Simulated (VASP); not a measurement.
Runs of VASP 6.6.1 on Al5GaAs6. The structure is that of space group P31m (No. 157), or close to it. The cells are those of the table. 

```csv
task,cell,k mesh,cutoff (eV),smearing,gap on the mesh (eV),pressure (GPa),relaxed volume (Å³/atom),largest force (eV/Å)
relaxation of cell and atoms,"relaxed from a = 6.626, b = 6.626, c = 6.309 Å, angles 90.0, 90.0, 120.0°, 12 atoms",3 × 3 × 4,600,gaussian 0.1 eV,1.34,0.0,23.58,0.02
relaxation of cell and atoms,"relaxed from a = 6.997, b = 6.997, c = 6.645 Å, angles 90.0, 90.0, 120.0°, 12 atoms",6 × 6 × 4,600,gaussian 0.02 eV,1.34,0.0,23.58,0.01
single point,"a = 7.003, b = 7.003, c = 6.648 Å, angles 90.0, 90.0, 120.0°, 12 atoms",6 × 6 × 4,520,gaussian 0.02 eV,(a),0.2,-,-
single point,"a = 6.626, b = 6.626, c = 6.309 Å, angles 90.0, 90.0, 120.0°, 12 atoms",3 × 3 × 4,520,gaussian 0.1 eV,1.42,(b),-,0.10
single point,"a = 6.997, b = 6.997, c = 6.645 Å, angles 90.0, 90.0, 120.0°, 12 atoms",3 × 3 × 4,520,gaussian 0.1 eV,1.36,0.3,-,0.01
```

Alike in all rows: level PBE; potentials or basis VASP PAW PBE potentials, release 64 (Al, Ga_d, As); no spin polarisation.

Problem. Fill in the values left out.

Solution. (a) 1.35; (b) 15.6.

Caveats: the volume moved by over 15 % at a fixed basis, so the end points are rough (some runs).

A k mesh can miss the band edges, and the runs leave out spin-orbit coupling on As, Ga.
